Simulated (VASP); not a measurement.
# SnSe in VASP: single point with r2SCAN

Aim: the single point of SnSe with r2SCAN.

Program: VASP 6.6.1. These are calculated values, not measurements. Logs are shortened: lines on timing, memory, paths and dates and some standing lists are left out, and cuts for length are marked.

**1. The cell of the first run**

The cell holds a slab with vacuum, 4 atoms: a = 4.285 Å, b = 4.285 Å, c = 16.991 Å, α = 90.00°, β = 90.00°, γ = 90.00°.

**2. Single point, r2SCAN (the distance across one plane changed)**

POSCAR

```
SnSe
1.0
   -4.2853274191      0.0000000000      0.0000000000
    0.0000000000     -4.2853274191      0.0000000000
    0.0000000000      0.0000000000     16.9906921300
Sn Se
2 2
Direct
    0.5000000000      0.0000000000      0.2407821599
    0.0000000000      0.5000000000      0.4060833148
    0.5000000000      0.0000000000      0.3984946771
    0.0000000000      0.5000000000      0.2483707976
```

INCAR.step1

```
ALGO = Normal ; EDIFF = 1E-4
ENCUT = 520 ; GGA = PE
ISMEAR = 0 ; LASPH = T
LCHARG = F ; LREAL = F
LWAVE = T ; NBANDS = 28
NELM = 100 ; PREC = Accurate
SIGMA = 0.05
```

INCAR.step2

```
ALGO = Normal ; EDIFF = 1E-6
ENCUT = 520 ; ISIF = 2
ISMEAR = 0 ; ISTART = 1
LASPH = T ; LCHARG = T
LELF = T ; LMIXTAU = T
LREAL = F ; LVHAR = T
LWAVE = F ; METAGGA = R2SCAN
NBANDS = 28 ; NELM = 100
PREC = Accurate ; SIGMA = 0.05
```

KPOINTS

```
k-points
0
Gamma
  6 6 3
```

Potentials or basis: VASP PAW PBE potentials, release 64 (Sn_d, Se).

Started as:

```console
> cat potpaw_PBE.64/Sn_d/POTCAR potpaw_PBE.64/Se/POTCAR > POTCAR
> cp INCAR.step1 INCAR
> mpirun -np 1 vasp_std > vasp.out
> cp INCAR.step2 INCAR
> mpirun -np 1 vasp_std > vasp.out
```

OUTCAR:

```text
EDIFF = 1E-6
   ENCUT = 520
   ISIF = 2
   ISMEAR = 0
   ISTART = 1
   LASPH = T
   LREAL = F
   METAGGA = R2SCAN
   NELM = 100
   PREC = Accurate

 ion  position               nearest neighbor table
   1  0.500  0.000  0.241-   3 2.68   4 3.03   4 3.03   4 3.03   4 3.03
   2  0.000  0.500  0.406-   4 2.68   3 3.03   3 3.03   3 3.03   3 3.03
   3  0.500  0.000  0.398-   1 2.68   2 3.03   2 3.03   2 3.03   2 3.03
   4  0.000  0.500  0.248-   2 2.68   1 3.03   1 3.03   1 3.03   1 3.03

  LATTYP: Found a simple tetragonal cell.
 ALAT       =     4.2853274191
 C/A-ratio  =     3.9648527331

  Lattice vectors:

 A1 = (  -4.2853274191,   0.0000000000,   0.0000000000)
 A2 = (   0.0000000000,  -4.2853274191,   0.0000000000)
 A3 = (   0.0000000000,   0.0000000000,  16.9906921300)

Analysis of symmetry for initial positions (statically):
=====================================================================
 Subroutine PRICEL returns:
 Original cell was already a primitive cell.

 Routine SETGRP: Setting up the symmetry group for a
 simple tetragonal supercell.

 Subroutine GETGRP returns: Found 16 space group operations
 (whereof  4 operations were pure point group operations)
 out of a pool of 16 trial point group operations.

The static configuration has the point symmetry C_2v.
 The point group associated with its full space group is D_4h.

Analysis of symmetry for dynamics (positions and initial velocities):
=====================================================================
 Subroutine PRICEL returns:
 Original cell was already a primitive cell.

 Routine SETGRP: Setting up the symmetry group for a
 simple tetragonal supercell.

 Subroutine GETGRP returns: Found 16 space group operations
 (whereof  4 operations were pure point group operations)
 out of a pool of 16 trial point group operations.

The dynamic configuration has the point symmetry C_2v.
 The point group associated with its full space group is D_4h.

 Subroutine INISYM returns: Found 16 space group operations
 (whereof  4 operations are pure point group operations),
 and found     1 'primitive' translations

----------------------------------------------------------------------------------------

                                     Primitive cell

  volume of cell :     312.0176

  direct lattice vectors                    reciprocal lattice vectors
    -4.285327419  0.000000000  0.000000000    -0.233354398  0.000000000  0.000000000
     0.000000000 -4.285327419  0.000000000     0.000000000 -0.233354398  0.000000000
     0.000000000  0.000000000 16.990692130     0.000000000  0.000000000  0.058855754

  length of vectors
     4.285327419  4.285327419 16.990692130     0.233354398  0.233354398  0.058855754

  position of ions in fractional coordinates (direct lattice)
     0.500000000  0.000000000  0.240782160
     0.000000000  0.500000000  0.406083315
     0.500000000  0.000000000  0.398494677
     0.000000000  0.500000000  0.248370798

  ion indices of the primitive-cell ions
   primitive index   ion index
                 1           1
                 2           2
                 3           3
                 4           4

----------------------------------------------------------------------------------------

 KPOINTS: k-points

Automatic generation of k-mesh.
 Grid dimensions read from file:
 generate k-points for:    6    6    3

 Generating k-lattice:

  Cartesian coordinates                     Fractional coordinates (reciprocal lattice)
    -0.038892400  0.000000000  0.000000000     0.166666667  0.000000000  0.000000000
     0.000000000 -0.038892400  0.000000000     0.000000000  0.166666667  0.000000000
     0.000000000  0.000000000  0.019618585     0.000000000  0.000000000  0.333333333

  Length of vectors
     0.038892400  0.038892400  0.019618585

  Shift w.r.t. Gamma in fractional coordinates (k-lattice)
     0.000000000  0.000000000  0.000000000

 Subroutine IBZKPT returns following result:
 ===========================================

 Found     20 irreducible k-points:

 Following reciprocal coordinates:
            Coordinates               Weight
  0.000000  0.000000  0.000000      1.000000
  0.166667  0.000000  0.000000      4.000000
  0.333333  0.000000  0.000000      4.000000
  0.500000  0.000000  0.000000      2.000000
  0.166667  0.166667  0.000000      4.000000
  0.333333  0.166667  0.000000      8.000000
[... 12 lines left out ...]
  0.500000  0.333333  0.333333      8.000000
  0.500000  0.500000  0.333333      2.000000
   k-points           NKPTS =     20   k-points in BZ     NKDIM =     20   number of bands    NBANDS=     28
   number of dos      NEDOS =    301   number of ions     NIONS =      4
   total plane-waves  NPLWV = 129024
   dimension x,y,z NGX =    32 NGY =   32 NGZ =  126
   dimension x,y,z NGXF=    64 NGYF=   64 NGZF=  252
   ions per type =               2   2
   NGX,Y,Z   is equivalent  to a cutoff of  12.41, 12.41, 12.33 a.u.
   NGXF,Y,Z  is equivalent  to a cutoff of  24.83, 24.83, 24.66 a.u.
 SYSTEM =  unknown system
   PREC   = accura    normal or accurate (medium, high low for compatibility)
   ISTART =      1    job   : 0-new  1-cont  2-samecut
   ICHARG =      0    charge: 1-file 2-atom 10-const
   ISPIN  =      1    spin polarized calculation?
   LNONCOLLINEAR =      F non collinear calculations
   LSORBIT =      F    spin-orbit coupling
   LASPH  =      T    aspherical Exc in radial PAW
   ENCUT  =  520.0 eV  38.22 Ry    6.18 a.u.   7.97  7.97 31.59*2*pi/ulx,y,z
   NELM   =    100;   NELMIN=  2; NELMDL=  0     # of ELM steps
   EDIFF  = 0.1E-05   stopping-criterion for ELM
   LREAL  =      F    real-space projection
   EDIFFG = 0.1E-04   stopping-criterion for IOM
   NSW    =      0    number of steps for IOM
   IBRION =     -1    ionic relax: 0-MD 1-quasi-New 2-CG
   NFREE  =      0    steps in history (QN), initial steepest desc. (CG)
   ISIF   =      2    stress and relaxation
   ISYM   =      2    0-nonsym 1-usesym 2-fastsym
   POTIM  = 0.5000    time-step for ionic-motion
   TEBEG  =    0.0;   TEEND  =   0.0 temperature during run
   PSTRESS=    0.0 pullay stress
   NELECT =      40.0000    total number of electrons
   NUPDOWN=      -1.0000    fix difference up-down
   EMIN   =  10.00;   EMAX   =-10.00  energy-range for DOS
   EFERMI =   0.00;   METHOD = LEGACY
   ISMEAR =     0;   SIGMA  =   0.05  broadening in eV -4-tet -1-fermi 0-gaus
   EFERMI_NEDOS =   21; number of points for ismear=-14 and -15
   IALGO  =     38    algorithm
   IMIX   =      4    mixing-type and parameters
     AMIX     =   0.40;   BMIX     =  1.00
     AMIX_MAG =   1.60;   BMIX_MAG =  1.00
  volume/ion in A,a.u.               =      78.00       526.40
  Fermi-wavevector in a.u.,A,eV,Ry     =   0.825471  1.559914  9.271041  0.681402
  Thomas-Fermi vector in A             =   1.937335
   LORBIT       =      0    0 simple, 1 ext, 2 COOP (PROOUT), +10 PAW based schemes
   METAGGA = R2SCAN    functional components
   LHFCALC =     F    Hartree Fock is set to
   AEXX    =    0.0000 exact exchange contribution
   IVDW    =     0    specifies the selected vdW correction
   LEPSILON=     F    determine dielectric tensor
   LRPA    =     F    only Hartree local field effects (RPA)
 non-spin polarized calculation
 Gauss-broadening in eV      SIGMA  =   0.05
  energy-cutoff  :      520.00
  volume of cell :      312.02
 maximum number of plane-waves:      8456
 NGX is ok and might be reduce to    32
   NGX = 15   NGY = 15   NGZ = 63

 number of electron      40.0000015 magnetization

 Free energy of the ion-electron system (eV)
  ---------------------------------------------------
  ext. energy  EPLUGINS =         0.00000000
  ---------------------------------------------------
  free energy    TOTEN  =       -79.57206557 eV

  energy without entropy =      -79.57206557  energy(sigma->0) =      -79.57206557

 E-fermi :  -1.0601     XC(G=0):  -4.0300

 val. band max:       -1.3655727370   @ k =   0.3333   0.0000   0.3333
 cond. band min:       0.4084021212   @ k =   0.3333   0.0000   0.3333
 fundamental gap:      1.7739748581
 Fermi energy:        -1.0600833761

 k-point     1 :       0.0000    0.0000    0.0000
  band No.  band energies     occupation
      1     -23.1395      2.00000
      2     -23.1351      2.00000
      3     -23.1341      2.00000
      4     -23.1280      2.00000
      5     -23.1140      2.00000
      6     -23.0820      2.00000
[... 20 lines left out ...]
     27       4.1601      0.00000
     28       4.8014      0.00000

 k-point     2 :       0.1667    0.0000    0.0000
  band No.  band energies     occupation
      1     -23.1370      2.00000
      2     -23.1368      2.00000
      3     -23.1322      2.00000
      4     -23.1307      2.00000
      5     -23.1101      2.00000
      6     -23.0824      2.00000
[... 20 lines left out ...]
     27       4.1230      0.00000
     28       4.2975      0.00000

 k-point     3 :       0.3333    0.0000    0.0000
  band No.  band energies     occupation
      1     -23.1398      2.00000
      2     -23.1364      2.00000
      3     -23.1320      2.00000
      4     -23.1290      2.00000
      5     -23.1004      2.00000
      6     -23.0846      2.00000
[... 20 lines left out ...]
     27       4.1288      0.00000
     28       4.8970      0.00000

 k-point     4 :       0.5000    0.0000    0.0000
  band No.  band energies     occupation
      1     -23.1402      2.00000
      2     -23.1402      2.00000
      3     -23.1286      2.00000
      4     -23.1286      2.00000
      5     -23.0906      2.00000
      6     -23.0906      2.00000
[... 454 lines left out ...]
     27       4.9281      0.00000
     28       5.0328      0.00000

 k-point    19 :       0.5000    0.3333    0.3333
  band No.  band energies     occupation
      1     -23.1542      2.00000
      2     -23.1542      2.00000
      3     -23.1202      2.00000
      4     -23.1202      2.00000
      5     -23.0846      2.00000
      6     -23.0846      2.00000
[... 20 lines left out ...]
     27       4.8040      0.00000
     28       4.8040      0.00000

 k-point    20 :       0.5000    0.5000    0.3333
  band No.  band energies     occupation
      1     -23.1586      2.00000
      2     -23.1586      2.00000
      3     -23.1176      2.00000
      4     -23.1176      2.00000
      5     -23.0821      2.00000
      6     -23.0821      2.00000
[... 20 lines left out ...]
     27       5.6194      0.00000
     28       5.6194      0.00000

------------------------ aborting loop because EDIFF is reached ----------------------------------------

  FORCE on cell =-STRESS in cart. coord.  units (eV):
  Direction    XX          YY          ZZ          XY          YZ          ZX
  --------------------------------------------------------------------------------------
  -------------------------------------------------------------------------------------
  Total        0.0352814      0.0352814      0.0084636     -0.0000000     -0.0000000      0.0000000
  in kB        0.1811665      0.1811665      0.0434595     -0.0000000     -0.0000000      0.0000000
  external PRESSURE =       0.1352642 kB  Pullay stress =       0.0000000 kB

 VOLUME and BASIS-vectors are now :
 -----------------------------------------------------------------------------
  energy-cutoff  :      520.00
  volume of cell :      312.02
      direct lattice vectors                 reciprocal lattice vectors
    -4.285327419  0.000000000  0.000000000    -0.233354398  0.000000000  0.000000000
     0.000000000 -4.285327419  0.000000000     0.000000000 -0.233354398  0.000000000
     0.000000000  0.000000000 16.990692130     0.000000000  0.000000000  0.058855754

 POSITION                                       TOTAL-FORCE (eV/Angst)
 -----------------------------------------------------------------------------------
     -2.14266      0.00000      4.09106        -0.000000     -0.000000     -0.011292
      0.00000     -2.14266      6.89964         0.000000      0.000000      0.011292
     -2.14266      0.00000      6.77070         0.000000      0.000000     -0.001665
      0.00000     -2.14266      4.21999         0.000000      0.000000      0.001665
 -----------------------------------------------------------------------------------
    total drift:                               -0.000000     -0.000000     -0.000009

  FREE ENERGIE OF THE ION-ELECTRON SYSTEM (eV)
  ---------------------------------------------------
  free  energy   TOTEN  =       -79.5720655705 eV

  energy  without entropy=      -79.5720655705  energy(sigma->0) =      -79.57206557
```

It took 13 min on 1 thread of Intel Xeon Platinum 8488C (Sapphire Rapids), shared host; peak memory 0.47 GiB.

What came out:

```
Free energy            : -79.5721 eV
Largest force          : 0.011 eV/Å
Band gap on the k mesh : 1.77 eV
```

Forces on the atoms (eV/Å):
```
Sn   0.000  0.000 -0.011
Sn   0.000  0.000  0.011
Se   0.000  0.000 -0.002
Se   0.000  0.000  0.002
```

Caveat: the cell differs from its parent crystal (the distance across one plane changed); there is no dipole correction, which matters where the two faces differ; the PAW data sets were made with another functional, which shifts forces and pressure a little; spin-orbit coupling is left out, which moves the levels of the heavy elements.
